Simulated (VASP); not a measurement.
GaP: elastic constants with LDA

GaP:

```
Ga P
1.0
     0.00000    2.69570    2.69570
     2.69570    0.00000    2.69570
     2.69570    2.69570    0.00000
Ga P
1 1
Cartesian
  0.0000 0.0000 0.0000
  4.0435 4.0435 4.0435
```

- Program: VASP 6.6.1
- Task: elastic constants
- Functional: LDA
- Potentials or basis: VASP PAW LDA potentials, release 64 (Ga_d, P)
- Cutoff: 600 eV
- k mesh: 8 × 8 × 8
- Occupations: gaussian, width 0.01 eV
- Spin: no spin polarisation
- Dipole correction: no
- Ions in elastic constants: relaxed
- Further INCAR settings: ALGO = Normal; EDIFF = 1e-08; NBANDS = 16; IBRION = 6; POTIM = 0.015; NSW = 1; ISIF = 3

```yaml
Elastic_constants_C11_C12_C44: 142, 64, 71 GPa
Voigt_bulk_modulus: 90 GPa
Highest_phonon_frequency_at_Γ_LO-TO_splitting_left_out: 365 cm⁻¹
```

Phonon frequencies in cm⁻¹ (negative: imaginary):
```tsv
q point	frequencies
(0.000, 0.000, 0.000)	0 0 0 365 365 365
```

Elastic tensor in Voigt notation (GPa, in the Cartesian axes of the cell as first typed):
```
142  64  64   0   0   0
 64 142  64   0   0   0
 64  64 142   0   0   0
  0   0   0  71   0   0
  0   0   0   0  71   0
  0   0   0   0   0  71
```

Clamped-ion elastic tensor (GPa):
```
142  64  64   0   0   0
 64 142  64   0   0   0
 64  64 142   0   0   0
  0   0   0  97   0   0
  0   0   0   0  97   0
  0   0   0   0   0  97
```

Run time: 6 min on 1 thread of AMD EPYC 9R45 96-Core Processor (Zen 5), with other jobs on the host, peak memory 0.28 GiB.
